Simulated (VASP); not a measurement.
Wanted: the native input for a VASP 6.6.1 run.

```
Task                   : relaxation of shape and atoms at fixed volume
Functional             : PBEsol
Potentials or basis    : VASP PAW PBE potentials, release 64 (Ti_sv, Al)
Cutoff                 : 600 eV
k mesh                 : 10 × 10 × 4
Occupations            : gaussian, width 0.1 eV
Spin                   : no spin polarisation
Dipole correction      : no
Further INCAR settings : ALGO = Fast; EDIFF = 1e-07; IBRION = 2; EDIFFG = -0.01; NSW = 50; ISIF = 4
```

The structure of Ti3Al5 lies in POSCAR:

```
Ti3Al5
1.0
    4.0081448859      0.0000000000      0.0000000000
    0.0000000000      4.0081448859      0.0000000000
    0.0000000000      0.0000000000      8.5668610596
Ti Al
3 5
Direct
    0.0000000000      0.0000000000      0.5000000000
    0.5000000000      0.5000000000      0.0000000000
    0.5000000000      0.5000000000      0.5000000000
    0.0000000000      0.5000000000      0.2536677645
    0.0000000000      0.5000000000      0.7463322355
    0.5000000000      0.0000000000      0.2536677645
    0.5000000000      0.0000000000      0.7463322355
    0.0000000000      0.0000000000      0.0000000000
```

One way to write it, as run:

INCAR

```
SYSTEM = Ti3Al5
  ALGO = Fast
  EDIFF = 1E-7
  EDIFFG = -0.01
  ENCUT = 600
  GGA = PS
  IBRION = 2
  ISIF = 4
  ISMEAR = 0
  LASPH = .True.
  LCHARG = .False.
  LREAL = .False.
  LWAVE = .False.
  NELM = 60
  NSW = 50
  PREC = Accurate
  SIGMA = 0.1
```

KPOINTS

```
k-points
0
Gamma
  10 10 4
  0 0 0
```

Potentials or basis: VASP PAW PBE potentials, release 64 (Ti_sv, Al).

Run with:

```sh
$ cat potpaw_PBE.64/Ti_sv/POTCAR potpaw_PBE.64/Al/POTCAR > POTCAR
$ mpirun -np 1 vasp_std > vasp.out
```

It gave:

```yaml
Energy_gained_by_relaxing: 0.1 meV/atom
Ionic_steps: 4
Pressure_after_relaxing: -9.0 GPa
Band_gap_on_the_k_mesh: zero (an odd number of electrons rules out a gap without spin polarisation)
```

Caveat: the PAW data sets were made with another functional, which shifts forces and pressure a little.

Run time: 18 min on 1 thread of Intel(R) Xeon(R) 6975P-C (Granite Rapids), on a shared host, peak memory 0.46 GiB.
